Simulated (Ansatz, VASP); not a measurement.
## One calculation of Hf4Br, two programs

```
CELL_PARAMETERS angstrom
3.66881 0.00000 0.00000
0.00000 3.66881 0.00000
0.00000 0.00000 9.38634
ATOMIC_POSITIONS crystal
Hf 0.00000 0.00000 0.50000
Hf 0.50000 0.50000 0.00000
Hf 0.50000 0.50000 0.67140
Hf 0.50000 0.50000 0.32860
Br 0.00000 0.00000 0.00000
```

Alike in both runs: functional PBE; k mesh 10 × 10 × 4; occupations gaussian, width 0.1 eV; no spin polarisation.

Ansatz relaxed the structure, and its values are those at the end. VASP's run is a single point on that final structure, the one shown.

|  | VASP | Ansatz |
| --- | --- | --- |
| version | VASP 6.6.1 | Ansatz 0.2.0 |
| potentials or method | VASP PAW PBE potentials, release 64 (Hf_pv, Br), cutoff 520 eV | scalar-relativistic, plane waves, PAW |
| valence electrons in the cell | 47 | 111 |

```csv
,VASP,Ansatz,Ansatz less VASP
gap on the k mesh at the Fermi level (eV),none,none,-
pressure (GPa),-0.3,0.0,+0.36
rms of the force components (eV/Å),0.008,0.001,-0.0078
```

A gap of «none» marks a metal or a gap that the smearing closes. The functional is the same, so the differences come from potentials, cutoffs and numerics. VASP's potentials hold 47 valence electrons a cell and Ansatz's 111, so a difference there can come from the potentials and not from the codes.

Neither program's run includes spin-orbit coupling.
